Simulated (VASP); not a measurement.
Runs of VASP 6.6.1 on Mg. The structure is that of space group Im-3m (No. 229), or close to it. The cells are those of the table. 

```csv
cell,k mesh,gap on the mesh (eV),pressure (GPa)
"a = 2.867 Å, angles 108.8, 108.8, 110.8°, 1 atom",18 × 18 × 18,none,(b)
"a = 2.462 Å, angles 109.5°, 1 atom",20 × 20 × 20,none,(a)
"a = 2.744 Å, angles 108.7, 108.7, 111.0°, 1 atom",18 × 18 × 18,none,25.4
"a = 3.013 Å, angles 109.5, 109.5, 109.4°, 1 atom",16 × 16 × 16,none,2.7
"a = 2.599 Å, angles 109.5°, 1 atom",20 × 20 × 20,none,51.0
```

Alike in all rows: task single point; level PBEsol; potentials or basis VASP PAW PBE potentials, release 64 (Mg); no spin polarisation; cutoff (eV) 520; smearing gaussian 0.1 eV.

Q: Fill in the values left out.

A: (a) 92.3; (b) 12.1.

Caveats: the PAW data sets were made with another functional, which shifts forces and pressure a little; the cell stands under pressure (at least some runs).

A gap of «none» marks levels without a gap at the run's occupations.
